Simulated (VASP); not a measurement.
# CaAlBrCl3 (Cmmm) in VASP: notebook, part 2 of 2

VASP 6.6.1.

**3. Relaxation of cell and atoms, PBE**

This run uses another cell than the first one, of 32.70 Å³/atom, 0.692 times its volume.

Input file INCAR:

```
PREC = Accurate
ENCUT = 600
EDIFF = 1E-6
ISMEAR = 0
SIGMA = 0.2
LREAL = F
LASPH = T
NELM = 80
ALGO = Normal
ISIF = 3
LWAVE = F
LCHARG = F
GGA = PE
IBRION = 2
NSW = 36
EDIFFG = -0.08
```

Input file KPOINTS:

```
Automatic mesh
0
Gamma
  3 3 3
```

Input file POSCAR:

```
CaAlBrCl3
1.0
    3.6072665100     -4.3506019400      0.0000000000
    3.6072665100      4.3506019400      0.0000000000
    0.0000000000      0.0000000000      6.2517159600
Ca Al Br Cl
1 1 1 3
Direct
    0.5000000000      0.5000000000      0.5000000000
    0.5000000000      0.5000000000      0.0000000000
    0.0000000000      0.0000000000      0.0000000000
    0.0000000000      0.0000000000      0.5000000000
    0.2602333300      0.7397666700      0.5000000000
    0.7397666700      0.2602333300      0.5000000000
```

Potentials or basis: VASP PAW PBE potentials, release 64 (Ca_sv, Al, Br, Cl).

Run with:

```
cat potpaw_PBE.64/Ca_sv/POTCAR potpaw_PBE.64/Al/POTCAR potpaw_PBE.64/Br/POTCAR potpaw_PBE.64/Cl/POTCAR > POTCAR
mpirun -np 1 vasp_std > vasp.out
```

OUTCAR:

```text
PREC = Accurate
   ENCUT = 600
   EDIFF = 1E-6
   ISMEAR = 0
   LREAL = F
   LASPH = T
   NELM = 80
   ISIF = 3
   GGA = PE
   IBRION = 2
   NSW = 36
   EDIFFG = -0.08

 ion  position               nearest neighbor table
   1  0.500  0.500  0.500-   5 2.09   6 2.09   2 3.13   2 3.13
   2  0.500  0.500  0.000-   1 3.13   1 3.13
   3  0.000  0.000  0.000-
   4  0.000  0.000  0.500-   5 2.26   6 2.26
   5  0.260  0.740  0.500-   1 2.09   4 2.26
   6  0.740  0.260  0.500-   1 2.09   4 2.26

  LATTYP: Found a base centered orthorhombic cell.
 ALAT       =     7.2145330200
 B/A-ratio  =     1.2060661246
 C/A-ratio  =     0.8665447843

  Lattice vectors:

 A1 = (   3.6072665100,  -4.3506019400,   0.0000000000)
 A2 = (   3.6072665100,   4.3506019400,   0.0000000000)
 A3 = (   0.0000000000,   0.0000000000,   6.2517159600)
[... 298 lines left out ...]
      4     -21.2605      2.00000
      5     -15.3618      2.00000
      6     -15.0479      2.00000
[... 205 lines left out ...]
     23       2.7142      0.00000
     24       3.8515      0.00000

[... ionic steps 4 to 21 ...]

--------------------------------------- Ionic step       22  -------------------------------------------

 number of electron      40.9999991 magnetization

------------------------ aborting loop because EDIFF is reached ----------------------------------------
[... 75 lines left out ...]
--------------------------------------- Ionic step       24  -------------------------------------------

 number of electron      40.9999989 magnetization

 Free energy of the ion-electron system (eV)
  ---------------------------------------------------
  ext. energy  EPLUGINS =         0.00000000
  ---------------------------------------------------
  free energy    TOTEN  =       -17.93711495 eV

  energy without entropy =      -17.86449483  energy(sigma->0) =      -17.90080489

 E-fermi :  -1.6847     XC(G=0):  -5.5958

 val. band max:       -1.7783501697   @ k =   0.3333   0.3333   0.3333
 cond. band min:      -1.1390491033   @ k =  -0.3333   0.3333   0.0000
 fundamental gap:      0.6393010665
 Fermi energy:        -1.6847311374

 k-point     1 :       0.0000    0.0000    0.0000
  band No.  band energies     occupation
      1     -42.0100      2.00000
      2     -23.1786      2.00000
      3     -22.9597      2.00000
      4     -22.9395      2.00000
      5     -16.0091      2.00000
      6     -15.9996      2.00000
[... 238 lines left out ...]
  FREE ENERGIE OF THE ION-ELECTRON SYSTEM (eV)
  ---------------------------------------------------
  free  energy   TOTEN  =       -17.9371149499 eV

  energy  without entropy=      -17.8644948321  energy(sigma->0) =      -17.90080489

 reached required accuracy - stopping structural energy minimisation
```

OSZICAR:

```text
N       E                     dE             d eps       ncg     rms          rms(c)
DAV:   1     0.346976747813E+03    0.34698E+03   -0.18955E+04   384   0.160E+03
DAV:   2     0.206258060851E+02   -0.32635E+03   -0.32295E+03   552   0.323E+02
DAV:   3    -0.117303142071E+02   -0.32356E+02   -0.32031E+02   568   0.969E+01
[... 311 lines left out ...]
DAV:   7    -0.179372478062E+02    0.62781E-03   -0.10131E-03   648   0.156E-01    0.946E-02
DAV:   8    -0.179371187545E+02    0.12905E-03   -0.57698E-04   536   0.103E-01    0.222E-02
DAV:   9    -0.179371162259E+02    0.25285E-05   -0.64141E-05   504   0.416E-02    0.111E-02
DAV:  10    -0.179371145351E+02    0.16908E-05   -0.71419E-06   408   0.125E-02    0.569E-03
DAV:  11    -0.179371149499E+02   -0.41483E-06   -0.22904E-06   344   0.849E-03
  24 F= -.17937115E+02 E0= -.17900805E+02  d E =-.390678E-02
```

CONTCAR:

```text
CaAlBrCl3
   1.00000000000000
     2.6712776991428369   -6.1877591513096446    0.0000000000000000
     2.6712776991428369    6.1877591513096446    0.0000000000000000
     0.0000000000000000    0.0000000000000000    9.3003007188739293
  Ca              Al              Br              Cl
     1     1     1     3
Direct
     0.5000000000000000    0.5000000000000000    0.5000000000000000
     0.5000000000000000    0.5000000000000000    1.0000000000000000
     0.0000000000000000    0.0000000000000000    1.0000000000000000
     0.0000000000000000    0.0000000000000000    0.5000000000000000
     0.2818076563821614    0.7181923436178382    0.5000000000000000
     0.7181923436178382    0.2818076563821614    0.5000000000000000

  0.00000000E+00  0.00000000E+00  0.00000000E+00
  0.00000000E+00  0.00000000E+00  0.00000000E+00
  0.00000000E+00  0.00000000E+00  0.00000000E+00
  0.00000000E+00  0.00000000E+00  0.00000000E+00
  0.00000000E+00  0.00000000E+00  0.00000000E+00
  0.00000000E+00  0.00000000E+00  0.00000000E+00
```

Run time: 12 min. Hardware: 1 thread of Intel Xeon Platinum 8488C (Sapphire Rapids), shared host; peak memory 0.38 GiB.

Results:

| Item | Value |
| --- | --- |
| Free energy | -17.9371 eV |
| Relaxed volume | 51.24 Å³/atom |
| Relaxed cell | a = 6.740 Å, b = 6.740 Å, c = 9.300 Å, α = 90.00°, β = 90.00°, γ = 133.30° |
| Space group after relaxing (to 0.05 Å) | Cmmm (No. 65) |
| Energy gained by relaxing | 1025.8 meV/atom |
| Ionic steps | 24 |
| Pressure after relaxing | 0.0 GPa |
| Largest force after relaxing | 0.027 eV/Å |

Forces in eV/Å, atoms in the order of the input:
```
Ca   0.000  0.000  0.000
Al   0.000  0.000  0.000
Br   0.000  0.000  0.000
Cl   0.000  0.000  0.000
Cl   0.000  0.027  0.000
Cl   0.000 -0.027  0.000
```

The path:
```tsv
step	energy change (eV)	largest force (eV/Å)	pressure (GPa)	volume (Å³)
1	0.0000	5.3060	9.74	196.23
2	-2.6106	1.0516	-2.19	253.32
3	-2.9391	1.0156	-0.26	230.92
4	-2.9390	1.0622	-0.47	232.49
5	-3.3875	1.0946	-0.77	231.50
6	-4.9140	1.3747	0.29	224.21
7	8.3090	2.4323	32.02	188.16
8	-5.2949	1.0271	0.98	221.73
9	-5.4659	0.8124	3.62	215.96
10	-5.6417	0.5474	3.50	224.86
11	-5.6580	0.4586	3.57	228.61
12	-5.9563	0.4141	1.52	243.68
13	-6.0349	0.4122	-0.63	269.03
14	-6.0537	0.4036	-0.13	261.52
15	-6.0539	0.4032	-0.05	260.49
16	-6.0682	0.3526	-0.03	262.16
17	-6.1010	0.2111	0.04	267.18
18	-6.1276	0.0340	0.22	277.29
19	-6.1337	0.0684	-0.01	282.70
20	-6.1337	0.0705	-0.02	283.06
21	-6.1396	0.0895	0.00	286.63
22	-6.1498	0.1509	0.05	297.29
23	-6.1508	0.1739	0.07	301.15
24	-6.1547	0.0269	-0.03	307.45
```

Final structure:
```
Ca Al Br Cl
1.0
     2.67128   -6.18776    0.00000
     2.67128    6.18776    0.00000
     0.00000    0.00000    9.30030
Ca Al Br Cl
1 1 1 3
Direct
  0.50000 0.50000 0.50000
  0.50000 0.50000 0.00000
  0.00000 0.00000 0.00000
  0.00000 0.00000 0.50000
  0.28181 0.71819 0.50000
  0.71819 0.28181 0.50000
```

Levels at points of the mesh, in eV from the Fermi level:
```
           k point  band 16  band 17  band 18  band 19  band 20  band 21  band 22  band 23  band 24
(0.00, 0.00, 0.00)    -2.11    -2.10    -1.54    -1.09    -0.77     0.72     2.65     3.09     3.36
```

Caveat: the k points lie up to 0.43 Å⁻¹ apart in the final cell; the volume moved by over 15 % at a fixed basis, so the end points are rough; an odd number of electrons without spin polarisation forces a metal; a magnetic or distorted state may lie lower; the relaxation stopped at a loose force limit of 0.08 eV/Å, so its end isn't a converged minimum.
